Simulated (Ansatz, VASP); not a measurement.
**One calculation of TaHO2, two programs**

INCAR

```
ALGO = Normal
EDIFF = 1E-6
EDIFFG = -0.01
ENCUT = 600
GGA = PE
IBRION = 2
ISIF = 3
ISMEAR = 0
LASPH = T
LCHARG = F
LREAL = F
LWAVE = F
NELM = 60
NSW = 100
PREC = Accurate
SIGMA = 0.1
```

Contents of KPOINTS:

```
k-points
0
Gamma
  12 12 4
```

POSCAR

```
TaHO2
1.0
    2.9208719374      0.0000000000      0.0000000000
   -1.4604359687      2.5295492990      0.0000000000
    0.0000000000      0.0000000000     10.4527899378
Ta H O
2 2 4
Direct
    0.6666666667      0.3333333333      0.7500000000
    0.3333333333      0.6666666667      0.2500000000
    0.0000000000      0.0000000000      0.0000000000
    0.0000000000      0.0000000000      0.5000000000
    0.3333333333      0.6666666667      0.8715486899
    0.3333333333      0.6666666667      0.6284513101
    0.6666666667      0.3333333333      0.3715486899
    0.6666666667      0.3333333333      0.1284513101
```

Input for Ansatz:

```yaml
crystal:
  lattice:
    - [2.9208719374, 0.0, 0.0]
    - [-1.4604359687, 2.529549299, 0.0]
    - [0.0, 0.0, 10.4527899378]
  atoms:
    - { symbol: Ta, position: [0.6666666667, 0.3333333333, 0.75] }
    - { symbol: Ta, position: [0.3333333333, 0.6666666667, 0.25] }
    - { symbol: H, position: [0.0, 0.0, 0.0] }
    - { symbol: H, position: [0.0, 0.0, 0.5] }
    - { symbol: O, position: [0.3333333333, 0.6666666667, 0.8715486899] }
    - { symbol: O, position: [0.3333333333, 0.6666666667, 0.6284513101] }
    - { symbol: O, position: [0.6666666667, 0.3333333333, 0.3715486899] }
    - { symbol: O, position: [0.6666666667, 0.3333333333, 0.1284513101] }
basis:
  ecutwfc: 420
kpoints:
  mp_grid: { grid: [12, 12, 4] }
hamiltonian:
  xc: pbe
scf:
  occupations: { method: gaussian, width: 0.1 }
output:
  forces: true
  stress: true
  eigenvalues: true
relax:
  adjacent_minimum: "off"
  f_tol: 0.01
  max_steps: 80
  cell: { stress_tol: 0.05 }
```

Alike in both runs: task relaxation of cell and atoms; functional PBE; k mesh 12 × 12 × 4; occupations gaussian, width 0.1 eV; no spin polarisation.

```csv
,VASP,Ansatz
version,VASP 6.6.1,Ansatz 0.2.0
potentials or method,"VASP PAW PBE potentials, release 64 (Ta_pv, H, O), cutoff 600 eV","scalar-relativistic, plane waves, PAW"
valence electrons in the cell,48,52
```

|  | VASP | Ansatz | Ansatz less VASP |
| --- | --- | --- | --- |
| gap on the k mesh at the Fermi level, each at its own relaxed structure (eV) | none | none | - |
| relaxed volume (Å³/atom) | 9.36 | 9.47 | +0.104 |
| relaxed cell length with the largest relative difference (Å) | 10.237 | 10.322 | +0.0858 |

A gap of «none» marks a metal or a gap that the smearing closes. VASP's potentials hold 48 valence electrons a cell and Ansatz's 52, so a difference there can come from the potentials and not from the codes.

Neither program's run includes spin-orbit coupling.
